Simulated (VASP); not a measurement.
Crystal: CoPtO2.

```xyz
4
Lattice="1.4123 0.8154 5.9394 -1.4123 0.8154 5.9394 0.0000 -1.6307 5.9394" Properties=species:S:1:pos:R:3 pbc="T T T"
Co    0.0000    0.0000    8.9091
Pt    0.0000    0.0000    0.0000
O     0.0000    0.0000   15.8182
O     0.0000    0.0000    2.0000
```

| Property | Result |
| --- | --- |
| Program | VASP 6.6.1 |
| Task | relaxation of cell and atoms |
| Functional | PBE |
| Potentials or basis | VASP PAW PBE potentials, release 64 (Co, Pt, O) |
| Cutoff | 600 eV |
| k mesh | 18 × 18 × 18 |
| Occupations | gaussian, width 0.1 eV |
| Spin | no spin polarisation |

At the start: pressure 5.9 GPa; volume 10.26 Å³/atom.

Task: Where does the relaxation end?

Result: Over 12 steps the energy falls by 4.5 meV/atom and the volume is 10.51 Å³/atom (+2.5 %); space group R-3m (No. 166, to 0.1 Å) before and after.

Step by step:
| step | energy change (eV) | largest force (eV/Å) | pressure (GPa) | volume (Å³) |
| --- | --- | --- | --- | --- |
| 1 | 0.0000 | 0.0936 | 5.93 | 41.04 |
| 2 | 0.0130 | 0.1205 | -6.96 | 43.33 |
| 3 | -0.0174 | 0.0046 | -0.02 | 42.00 |
| 4 | -0.0181 | 0.0621 | 0.04 | 42.03 |
| 5 | -0.0181 | 0.0540 | 0.04 | 42.03 |
| 6 | -0.0182 | 0.0022 | 0.02 | 42.04 |
| 7 | -0.0182 | 0.0008 | 0.06 | 42.05 |
| 8 | -0.0182 | 0.0040 | -0.06 | 42.05 |
| 9 | -0.0182 | 0.0009 | -0.13 | 42.05 |
| 10 | -0.0182 | 0.0137 | 0.22 | 42.00 |
| 11 | -0.0182 | 0.0034 | 0.09 | 42.04 |
| 12 | -0.0182 | 0.0017 | -0.02 | 42.04 |

Final structure:
```xyz
4
Lattice="1.4264 0.8235 5.9653 -1.4264 0.8235 5.9653 0.0000 -1.6470 5.9653" Properties=species:S:1:pos:R:3 pbc="T T T"
Co    0.0000    0.0000    8.9479
Pt    0.0000    0.0000    0.0000
O     0.0000    0.0000   15.8865
O     0.0000    0.0000    2.0093
```

Caveat: an odd number of electrons without spin polarisation forces a metal; a magnetic or distorted state may lie lower; the run has no spin polarisation, though such a crystal can be magnetic.
